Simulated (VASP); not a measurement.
# SrTi2O4 (P2/m) in VASP: relaxation of cell and atoms with PBE

Aim: the relaxation of cell and atoms of SrTi2O4 with PBE.

Everything below comes from runs of VASP 6.6.1. Logs are shortened: lines on timing, memory, paths and dates and some standing lists are left out, and cuts for length are marked.

## (1) The cell of the first run

The structure is monoclinic, space group P2/m (No. 10). Conventional cell: a = 5.200 Å, b = 3.000 Å, c = 5.800 Å, α = 90.00°, β = 90.00°, γ = 90.00°. Within 3.3 Å of Sr (site symmetry 2/m) lie 6 O at 2.50 Å and 2 Ti at 2.90 Å and 2 Sr at 3.00 Å. Within 2.7 Å of Ti (site symmetry 2/m) lie 6 O at 2.05 Å. Within 2.7 Å of Ti (site symmetry 2/m) lie 6 O at 2.05 Å. O (site symmetry m) has 3 Ti at 2.05 Å and 2 Sr at 2.50 Å and 9 O at 2.80 to 3.00 Å within 3.1 Å. Within 3.1 Å of O (site symmetry m) lie 3 Ti at 2.05 Å and 1 Sr at 2.50 Å and 9 O at 2.80 to 3.00 Å.

## (2) Relaxation of cell and atoms, PBE, collinear spin

INCAR reads:

```
PREC     = Accurate       # precision mode
ENCUT    = 600            # plane-wave cutoff, eV
EDIFF    = 1E-7           # SCF threshold, eV
ISMEAR   = 0              # smearing method
SIGMA    = 0.15           # smearing width, eV
LREAL    = False          # projectors in reciprocal space
LASPH    = True           # aspherical terms in the spheres
NELM     = 150            # most SCF steps
ALGO     = Normal         # electronic algorithm
ISIF     = 3              # what is computed and relaxed
LWAVE    = False          # write WAVECAR
LCHARG   = False          # write CHGCAR
ISPIN    = 2              # spin polarisation
MAGMOM   = 0 1 1 0 0 0 0  # initial moments
LORBIT   = 11             # projections on sites
LMAXMIX  = 4              # l up to which the mixer works
GGA      = PE             # functional
IBRION   = 2              # ionic algorithm
NSW      = 36             # ionic steps
EDIFFG   = -0.08          # ionic threshold
```

KPOINTS reads:

```
Automatic mesh
0
Gamma
  3 4 2
```

POSCAR reads:

```
SrTi2O4
1.0
    5.2000000000      0.0000000000      0.0000000000
    0.0000000000      3.0000000000      0.0000000000
    0.0000000000      0.0000000000      5.8000000000
Sr Ti O
1 2 4
Direct
    0.0000000000      0.0000000000      0.5000000000
    0.5000000000      0.5000000000      0.0000000000
    0.0000000000      0.0000000000      0.0000000000
    0.8330000000      0.5000000000      0.1900000000
    0.1670000000      0.5000000000      0.8100000000
    0.6670000000      0.0000000000      0.8100000000
    0.3330000000      0.0000000000      0.1900000000
```

Potentials or basis: VASP PAW PBE potentials, release 64 (Sr_sv, Ti_sv, O).

Command:

```sh
cat potpaw_PBE.64/Sr_sv/POTCAR potpaw_PBE.64/Ti_sv/POTCAR potpaw_PBE.64/O/POTCAR > POTCAR
mpirun -np 1 vasp_std > vasp.out
```

OUTCAR:

```text
PREC = Accurate
   ENCUT = 600
   EDIFF = 1E-7
   ISMEAR = 0
   LREAL = False
   LASPH = True
   NELM = 150
   ISIF = 3
   ISPIN = 2
   LORBIT = 11
   GGA = PE
   IBRION = 2
   NSW = 36
   EDIFFG = -0.08

 ion  position               nearest neighbor table
   1  0.000  0.000  0.500-   6 2.50   7 2.50   4 2.50   5 2.50   4 2.50   5 2.50   3 2.90   3 2.90

   2  0.500  0.500  0.000-   4 2.05   5 2.05   6 2.05   7 2.05   6 2.05   7 2.05
   3  0.000  0.000  0.000-   6 2.05   7 2.05   4 2.05   5 2.05   4 2.05   5 2.05   1 2.90   1 2.90

   4  0.833  0.500  0.190-   2 2.05   3 2.05   3 2.05   1 2.50   1 2.50
   5  0.167  0.500  0.810-   2 2.05   3 2.05   3 2.05   1 2.50   1 2.50
   6  0.667  0.000  0.810-   3 2.05   2 2.05   2 2.05   1 2.50
   7  0.333  0.000  0.190-   3 2.05   2 2.05   2 2.05   1 2.50

  LATTYP: Found a simple orthorhombic cell.
 ALAT       =     3.0000000000
 B/A-ratio  =     1.7333333333
 C/A-ratio  =     1.9333333333

  Lattice vectors:

 A1 = (   0.0000000000,  -3.0000000000,   0.0000000000)
 A2 = (   5.2000000000,   0.0000000000,   0.0000000000)
 A3 = (   0.0000000000,   0.0000000000,   5.8000000000)

Analysis of symmetry for initial positions (statically):
=====================================================================
 Subroutine PRICEL returns:
 Original cell was already a primitive cell.

 Routine SETGRP: Setting up the symmetry group for a
 simple orthorhombic supercell.

 Subroutine GETGRP returns: Found  4 space group operations
 (whereof  4 operations were pure point group operations)
 out of a pool of  8 trial point group operations.

The static configuration has the point symmetry C_2h.

Analysis of symmetry for dynamics (positions and initial velocities):
=====================================================================
 Subroutine PRICEL returns:
 Original cell was already a primitive cell.

 Routine SETGRP: Setting up the symmetry group for a
 simple orthorhombic supercell.

 Subroutine GETGRP returns: Found  4 space group operations
 (whereof  4 operations were pure point group operations)
 out of a pool of  8 trial point group operations.

The dynamic configuration has the point symmetry C_2h.

Analysis of structural, dynamic, and magnetic symmetry:
=====================================================================
 Subroutine PRICEL returns:
 Original cell was already a primitive cell.

 Routine SETGRP: Setting up the symmetry group for a
 simple orthorhombic supercell.

 Subroutine GETGRP returns: Found  4 space group operations
 (whereof  4 operations were pure point group operations)
 out of a pool of  8 trial point group operations.

The overall configuration has the point symmetry C_2h.

 Subroutine INISYM returns: Found  4 space group operations
 (whereof  4 operations are pure point group operations),
 and found     1 'primitive' translations

----------------------------------------------------------------------------------------

                                     Primitive cell

  volume of cell :      90.4800

  direct lattice vectors                    reciprocal lattice vectors
     5.200000000  0.000000000  0.000000000     0.192307692  0.000000000  0.000000000
     0.000000000  3.000000000  0.000000000     0.000000000  0.333333333  0.000000000
     0.000000000  0.000000000  5.800000000     0.000000000  0.000000000  0.172413793

  length of vectors
     5.200000000  3.000000000  5.800000000     0.192307692  0.333333333  0.172413793

  position of ions in fractional coordinates (direct lattice)
     0.000000000  0.000000000  0.500000000
     0.500000000  0.500000000  0.000000000
     0.000000000  0.000000000  0.000000000
     0.833000000  0.500000000  0.190000000
     0.167000000  0.500000000  0.810000000
     0.667000000  0.000000000  0.810000000
     0.333000000  0.000000000  0.190000000

  ion indices of the primitive-cell ions
   primitive index   ion index
                 1           1
                 2           2
                 3           3
                 4           4
                 5           5
                 6           6
                 7           7

----------------------------------------------------------------------------------------

 KPOINTS: Automatic mesh

Automatic generation of k-mesh.
 Grid dimensions read from file:
 generate k-points for:    3    4    2

 Generating k-lattice:

  Cartesian coordinates                     Fractional coordinates (reciprocal lattice)
     0.064102564  0.000000000  0.000000000     0.333333333  0.000000000  0.000000000
     0.000000000  0.083333333  0.000000000     0.000000000  0.250000000  0.000000000
     0.000000000  0.000000000  0.086206897     0.000000000  0.000000000  0.500000000

  Length of vectors
     0.064102564  0.083333333  0.086206897

  Shift w.r.t. Gamma in fractional coordinates (k-lattice)
     0.000000000  0.000000000  0.000000000

 Subroutine IBZKPT returns following result:
 ===========================================

 Found     12 irreducible k-points:

 Following reciprocal coordinates:
            Coordinates               Weight
  0.000000  0.000000  0.000000      1.000000
  0.333333  0.000000  0.000000      2.000000
  0.000000  0.250000  0.000000      2.000000
  0.333333  0.250000  0.000000      4.000000
  0.000000  0.500000  0.000000      1.000000
  0.333333  0.500000  0.000000      2.000000
  0.000000  0.000000  0.500000      1.000000
  0.333333  0.000000  0.500000      2.000000
  0.000000  0.250000  0.500000      2.000000
  0.333333  0.250000  0.500000      4.000000
  0.000000  0.500000  0.500000      1.000000
  0.333333  0.500000  0.500000      2.000000
   k-points           NKPTS =     12   k-points in BZ     NKDIM =     12   number of bands    NBANDS=     35
   number of dos      NEDOS =    301   number of ions     NIONS =      7
   total plane-waves  NPLWV =  48384
   dimension x,y,z NGX =    42 NGY =   24 NGZ =   48
   dimension x,y,z NGXF=    84 NGYF=   48 NGZF=   96
   ions per type =               1   2   4
   NGX,Y,Z   is equivalent  to a cutoff of  13.43, 13.30, 13.76 a.u.
   NGXF,Y,Z  is equivalent  to a cutoff of  26.86, 26.60, 27.52 a.u.
 SYSTEM =  unknown system
   PREC   = accura    normal or accurate (medium, high low for compatibility)
   ISTART =      0    job   : 0-new  1-cont  2-samecut
   ICHARG =      2    charge: 1-file 2-atom 10-const
   ISPIN  =      2    spin polarized calculation?
   LNONCOLLINEAR =      F non collinear calculations
   LSORBIT =      F    spin-orbit coupling
   LASPH  =      T    aspherical Exc in radial PAW
   ENCUT  =  600.0 eV  44.10 Ry    6.64 a.u.  10.39  5.99 11.58*2*pi/ulx,y,z
   NELM   =    150;   NELMIN=  2; NELMDL= -5     # of ELM steps
   EDIFF  = 0.1E-06   stopping-criterion for ELM
   LREAL  =      F    real-space projection
   EDIFFG = -.8E-01   stopping-criterion for IOM
   NSW    =     36    number of steps for IOM
   IBRION =      2    ionic relax: 0-MD 1-quasi-New 2-CG
   NFREE  =      1    steps in history (QN), initial steepest desc. (CG)
   ISIF   =      3    stress and relaxation
   ISYM   =      2    0-nonsym 1-usesym 2-fastsym
   POTIM  = 0.5000    time-step for ionic-motion
   TEBEG  =    0.0;   TEEND  =   0.0 temperature during run
   PSTRESS=    0.0 pullay stress
   NELECT =      58.0000    total number of electrons
   NUPDOWN=      -1.0000    fix difference up-down
   EMIN   =  10.00;   EMAX   =-10.00  energy-range for DOS
   EFERMI =   0.00;   METHOD = LEGACY
   ISMEAR =     0;   SIGMA  =   0.15  broadening in eV -4-tet -1-fermi 0-gaus
   EFERMI_NEDOS =   21; number of points for ismear=-14 and -15
   IALGO  =     38    algorithm
   IMIX   =      4    mixing-type and parameters
     AMIX     =   0.40;   BMIX     =  1.00
     AMIX_MAG =   1.60;   BMIX_MAG =  1.00
  volume/ion in A,a.u.               =      12.93        87.23
  Fermi-wavevector in a.u.,A,eV,Ry     =   1.411562  2.667465 27.109708  1.992507
  Thomas-Fermi vector in A             =   2.533401
   LORBIT       =     11    0 simple, 1 ext, 2 COOP (PROOUT), +10 PAW based schemes
   GGA     = PE    functional components
   LHFCALC =     F    Hartree Fock is set to
   AEXX    =    0.0000 exact exchange contribution
   IVDW    =     0    specifies the selected vdW correction
   LEPSILON=     F    determine dielectric tensor
   LRPA    =     F    only Hartree local field effects (RPA)
 conjugate gradient relaxation of ions
 spin polarized calculation
 Gauss-broadening in eV      SIGMA  =   0.15
  energy-cutoff  :      600.00
  volume of cell :       90.48
 maximum number of plane-waves:      3056
 NGX is ok and might be reduce to    42
   NGX = 21   NGY = 11   NGZ = 23

--------------------------------------- Ionic step        1  -------------------------------------------

 number of electron      57.9999989 magnetization       0.0010010

 Free energy of the ion-electron system (eV)
  ---------------------------------------------------
  ext. energy  EPLUGINS =         0.00000000
  ---------------------------------------------------
  free energy    TOTEN  =       -56.39488075 eV

  energy without entropy =      -56.35426158  energy(sigma->0) =      -56.37457116

------------------------ aborting loop because EDIFF is reached ----------------------------------------

  FORCE on cell =-STRESS in cart. coord.  units (eV):
  Direction    XX          YY          ZZ          XY          YZ          ZX
  --------------------------------------------------------------------------------------
  -------------------------------------------------------------------------------------
  Total       -1.9331959      4.5753865      5.8765444      0.0000000      0.0000000      0.4711074
  in kB      -34.2321247     81.0187944    104.0590877      0.0000000      0.0000000      8.3421486
  external PRESSURE =      50.2819191 kB  Pullay stress =       0.0000000 kB
[... 198 lines left out ...]
 number of electron      58.0000018 magnetization       0.0000000

 number of electron      58.0000018 magnetization      -0.0000000

 Free energy of the ion-electron system (eV)
  ---------------------------------------------------
  ext. energy  EPLUGINS =         0.00000000
  ---------------------------------------------------
  free energy    TOTEN  =       -56.68402075 eV

  energy without entropy =      -56.66505017  energy(sigma->0) =      -56.67453546

 E-fermi :   6.5585     XC(G=0): -10.4687

 val. band max:        6.5414120435   @ k =   0.0000   0.2500   0.0000
 cond. band min:       6.5653671048   @ k =   0.0000   0.0000   0.0000
 fundamental gap:      0.0239550612
 Fermi energy:         6.5584597822

 spin component 1

 k-point     1 :       0.0000    0.0000    0.0000
  band No.  band energies     occupation
      1     -51.8534      1.00000
      2     -51.6039      1.00000
      3     -29.6706      1.00000
      4     -28.3980      1.00000
      5     -28.0913      1.00000
      6     -28.0606      1.00000
[... 445 lines left out ...]
     34       8.2657      0.00000
     35       8.4399      0.00000
 Fermi energy:         6.5584597822

 spin component 2

 k-point     1 :       0.0000    0.0000    0.0000
  band No.  band energies     occupation
      1     -51.8534      1.00000
      2     -51.6039      1.00000
      3     -29.6706      1.00000
      4     -28.3980      1.00000
      5     -28.0913      1.00000
      6     -28.0606      1.00000
[... 479 lines left out ...]
  FREE ENERGIE OF THE ION-ELECTRON SYSTEM (eV)
  ---------------------------------------------------
  free  energy   TOTEN  =       -56.6840207457 eV

  energy  without entropy=      -56.6650501661  energy(sigma->0) =      -56.67453546

 reached required accuracy - stopping structural energy minimisation

 total charge

# of ion       s       p       d       tot
------------------------------------------
    1        2.010   5.808   0.282   8.100
    2        2.178   6.203   1.831  10.212
    3        2.186   6.215   1.917  10.319
    4        1.555   3.475   0.000   5.029
    5        1.555   3.475   0.000   5.029
    6        1.560   3.470   0.000   5.030
    7        1.560   3.470   0.000   5.030
--------------------------------------------------
tot         12.603  32.115   4.031  48.749

 magnetization (x)

# of ion       s       p       d       tot
------------------------------------------
    1        0.000   0.000   0.000   0.000
    2       -0.000   0.000  -0.000  -0.000
    3        0.000  -0.000   0.000   0.000
    4       -0.000  -0.000   0.000  -0.000
    5       -0.000  -0.000   0.000  -0.000
    6       -0.000   0.000   0.000   0.000
    7       -0.000   0.000   0.000   0.000
--------------------------------------------------
tot         -0.000   0.000  -0.000  -0.000
```

It took 9.5 min on 1 thread of Intel Xeon Platinum 8375C at 2.90GHz (Ice Lake), shared host; peak memory 0.3 GiB.

Results:

```yaml
Free_energy: -56.6840 eV
Relaxed_volume: 13.26 Å³/atom
Relaxed_cell: a = 4.980 Å, b = 3.075 Å, c = 6.063 Å, α = 90.00°, β = 88.78°, γ = 90.00°
Space_group_after_relaxing_to_0.1_Å: P2/m (No. 10)
Energy_gained_by_relaxing: 41.3 meV/atom
Ionic_steps: 6
Pressure_after_relaxing: 0.4 GPa
Largest_force_after_relaxing: 0.077 eV/Å
Band_gap_on_the_k_mesh: zero (filled and empty bands overlap)
Net_moment: 0.00 μB per cell
Valence_electrons_inside_the_program's_atomic_spheres: Sr 8.10; Ti 10.21, 10.32; O 5.03
```

Forces on the atoms (eV/Å):
```
Sr   0.000  0.000  0.000
Ti   0.000  0.000  0.000
Ti   0.000  0.000  0.000
O    0.065  0.000  0.041
O   -0.065  0.000 -0.041
O   -0.041  0.000  0.023
O    0.041  0.000 -0.023
```

Step by step:
| step | energy change (eV) | largest force (eV/Å) | pressure (GPa) | volume (Å³) |
| --- | --- | --- | --- | --- |
| 1 | 0.0000 | 0.6951 | 5.03 | 90.48 |
| 2 | -0.1834 | 0.6806 | -4.72 | 95.82 |
| 3 | -0.1899 | 0.5720 | -3.34 | 94.95 |
| 4 | -0.2801 | 0.2653 | -0.33 | 93.20 |
| 5 | -0.2803 | 0.2634 | -0.19 | 93.12 |
| 6 | -0.2891 | 0.0772 | 0.39 | 92.84 |

Final structure:
```yaml
crystal:
  lattice:
    - [4.97982, 0.00000, 0.05448]
    - [0.00000, 3.07536, 0.00000]
    - [0.06315, 0.00000, 6.06302]
  atoms:
    - { symbol: Sr, position: [0.00000, 0.00000, 0.50000] }
    - { symbol: Ti, position: [0.50000, 0.50000, 0.00000] }
    - { symbol: Ti, position: [0.00000, 0.00000, 0.00000] }
    - { symbol: O, position: [0.84051, 0.50000, 0.19695] }
    - { symbol: O, position: [0.15949, 0.50000, 0.80305] }
    - { symbol: O, position: [0.66550, 0.00000, 0.81586] }
    - { symbol: O, position: [0.33450, 0.00000, 0.18414] }
```

Levels at points of the mesh, in eV from the Fermi level:
Spin up:
| k point | band 25 | band 26 | band 27 | band 28 | band 29 | band 30 | band 31 | band 32 | band 33 | band 34 |
| --- | --- | --- | --- | --- | --- | --- | --- | --- | --- | --- |
| (0.00, 0.00, 0.00) | -4.43 | -4.03 | -3.64 | -3.35 | -1.10 | 0.01 | 0.26 | 0.46 | 1.47 | 1.71 |
| (0.00, 0.50, 0.00) | -5.26 | -4.85 | -4.62 | -4.25 | 0.36 | 0.49 | 0.69 | 0.88 | 1.20 | 1.30 |
| (0.00, 0.00, 0.50) | -4.80 | -4.70 | -3.70 | -3.39 | -0.40 | 0.04 | 0.47 | 0.84 | 0.95 | 1.72 |
| (0.00, 0.50, 0.50) | -5.12 | -5.09 | -4.65 | -4.43 | 0.34 | 0.66 | 0.73 | 0.85 | 1.18 | 1.35 |
Spin down:
```tsv
k point	band 25	band 26	band 27	band 28	band 29	band 30	band 31	band 32	band 33	band 34
(0.00, 0.00, 0.00)	-4.43	-4.03	-3.64	-3.35	-1.10	0.01	0.26	0.46	1.47	1.71
(0.00, 0.50, 0.00)	-5.26	-4.85	-4.62	-4.25	0.36	0.49	0.69	0.88	1.20	1.30
(0.00, 0.00, 0.50)	-4.80	-4.70	-3.70	-3.39	-0.40	0.04	0.47	0.84	0.95	1.72
(0.00, 0.50, 0.50)	-5.12	-5.09	-4.65	-4.43	0.34	0.66	0.73	0.85	1.18	1.35
```

Caveat: the k points lie up to 0.52 Å⁻¹ apart in the final cell, too coarse for converged energies and pressures of a metal; semilocal functionals often make such compounds metallic where correlation or magnetic order opens a gap, which also shifts bond lengths; the relaxation stopped at a loose force limit of 0.08 eV/Å, so its end isn't a converged minimum.
